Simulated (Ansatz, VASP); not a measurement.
One calculation of Ni, two programs

The input INCAR:

```
SYSTEM = Ni
PREC     = Accurate       ! precision mode
ENCUT    = 520            ! plane-wave cutoff, eV
EDIFF    = 1E-6           ! SCF threshold, eV
ISMEAR   = 0              ! smearing method
SIGMA    = 0.05           ! smearing width, eV
LREAL    = .FALSE.        ! projectors in reciprocal space
LASPH    = .TRUE.         ! aspherical terms in the spheres
NELM     = 150            ! most SCF steps
ALGO     = Fast           ! electronic algorithm
ISIF     = 2              ! what is computed and relaxed
LWAVE    = .FALSE.        ! write WAVECAR
LCHARG   = .FALSE.        ! write CHGCAR
ISPIN    = 2              ! spin polarisation
MAGMOM   = 2              ! initial moments
LORBIT   = 11             ! projections on sites
LMAXMIX  = 4              ! l up to which the mixer works
GGA      = PE             ! functional
NBANDS   = 15             ! bands
```

KPOINTS

```
Automatic mesh
0
G
  18 18 18
  0 0 0
```

The input POSCAR:

```
Ni
1.0
   -1.3837154700      1.3837154700      1.3837154700
    1.3837154700     -1.3837154700      1.3837154700
    1.3837154700      1.3837154700     -1.3837154700
Ni
1
Direct
    0.0000000000      0.0000000000      0.0000000000
```

Input for Ansatz:

```yaml
crystal:
  lattice:
    - [-1.38371547, 1.38371547, 1.38371547]
    - [1.38371547, -1.38371547, 1.38371547]
    - [1.38371547, 1.38371547, -1.38371547]
  atoms:
    - { symbol: Ni, position: [0.0, 0.0, 0.0], spin: 2.0 }
magnetization:
  spin_polarized: true
basis:
  ecutwfc: 500
  fft_grid_basis: typed
kpoints:
  mp_grid: { grid: [18, 18, 18] }
hamiltonian:
  xc: pbe
  pseudopotentials: { kind: paw }
scf:
  occupations: { method: gaussian, width: 0.05 }
output:
  forces: true
  stress: true
  eigenvalues: true
  bader: true
  write_density: true
  volumetric_format: npy
  populations: true
  elf: true
```

Alike in both runs: task single point; functional PBE; k mesh 18 × 18 × 18; occupations gaussian, width 0.05 eV; collinear spin.

|  | VASP | Ansatz |
| --- | --- | --- |
| version | VASP 6.6.1 | Ansatz 0.2.0 |
| potentials or method | VASP PAW PBE potentials, release 64 (Ni), cutoff 520 eV | scalar-relativistic, plane waves, PAW |
| valence electrons in the cell | 10 | 18 |

|  | VASP | Ansatz | Ansatz less VASP |
| --- | --- | --- | --- |
| gap on the k mesh at the Fermi level (eV) | none | none | - |
| pressure (GPa) | 7.4 | 7.6 | +0.19 |
| net moment per atom (μB) | 0.56 | 0.57 | +0.001 |
| size of the moment on the site where the two differ most (μB) | 0.57 | 0.59 | +0.024 |

Site moments also hang on the region over which each program counts them. A gap of «none» marks a metal or a gap that the smearing closes. VASP's potentials hold 10 valence electrons a cell and Ansatz's 18, so a difference there can come from the potentials and not from the codes.
